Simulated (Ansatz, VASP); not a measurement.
## One calculation of W, two programs

```
W
1.0
    -1.56493    1.56493    1.56493
     1.56493   -1.56493    1.56493
     1.56493    1.56493   -1.56493
W
1
Direct
  0.00000 0.00000 0.00000
```

Alike in both runs: functional PBEsol; dispersion D3(BJ); k mesh 18 × 18 × 18; occupations gaussian, width 0.1 eV; no spin polarisation.

Ansatz relaxed the structure, and its values are those at the end. VASP's run is a single point on that final structure, the one shown.

```csv
,VASP,Ansatz
version,VASP 6.6.1,Ansatz 0.2.0
potentials or method,"VASP PAW PBE potentials, release 64 (W_sv), cutoff 500 eV","scalar-relativistic, plane waves, PAW"
valence electrons in the cell,14,14
```

Ansatz gave:

```
gap on the k mesh at the Fermi level (eV) : none
pressure (GPa)                            : 0.0
```

Problem. What did VASP give for the same quantities?

Solution. gap on the k mesh at the Fermi level (eV): none; pressure (GPa): 0.7.

VASP's potentials were made for PBE, not for PBEsol, and Ansatz warns of the same on its side. A gap of «none» marks a metal or a gap that the smearing closes.

Neither program's run includes spin-orbit coupling.
